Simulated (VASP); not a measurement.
# Ag: single point with PBE

Ag:

```xyz
4
Lattice="2.8928 0.0000 0.0000 -1.4464 2.5052 0.0000 0.0000 0.0000 9.5635" Properties=species:S:1:pos:R:3 pbc="T T T"
Ag    0.0000    1.6701    2.3909
Ag    1.4464    0.8351    7.1726
Ag    0.0000    0.0000    0.0000
Ag    0.0000    0.0000    4.7818
```

This cell differs from its parent crystal: strain -0.015 along x and y, +0.000 along z.

```yaml
Program: VASP 6.6.1
Task: single point
Functional: PBE
Potentials_or_basis: VASP PAW PBE potentials, release 64 (Ag)
Cutoff: 520 eV
k_mesh: 18 × 18 × 6
Occupations: gaussian, width 0.15 eV
Spin: no spin polarisation
```

```yaml
Pressure: 2.9 GPa
Band_gap_on_the_k_mesh: zero (band 22 reaches 11.72 eV, above the bottom of band 23 at 5.11 eV)
```

Stress tensor (GPa, compression positive):
```
3.32 0.00 0.00
0.00 3.32 0.00
0.00 0.00 2.14
```

Levels at points of the mesh, in eV from the Fermi level:
| k point | band 20 | band 21 | band 22 | band 23 | band 24 | band 25 |
| --- | --- | --- | --- | --- | --- | --- |
| (0.00, 0.00, 0.00) | -3.39 | -3.39 | -3.02 | -3.02 | -0.43 | 3.37 |
| (0.50, 0.00, 0.00) | -2.80 | -0.11 | 0.79 | 1.06 | 1.60 | 4.29 |
| (0.00, 0.00, 0.50) | -3.17 | -3.17 | -3.17 | -2.47 | -2.47 | 6.21 |
| (0.50, 0.00, 0.50) | -2.81 | 0.30 | 0.30 | 1.44 | 1.44 | 4.70 |

Run time: 4.4 min on 1 thread of Intel(R) Xeon(R) Platinum 8259CL CPU @ 2.50GHz (Skylake/Cascade Lake), on a shared host, peak memory 0.35 GiB.

Caveat: the cell differs from its parent crystal (strain -0.015 along x and y, +0.000 along z).
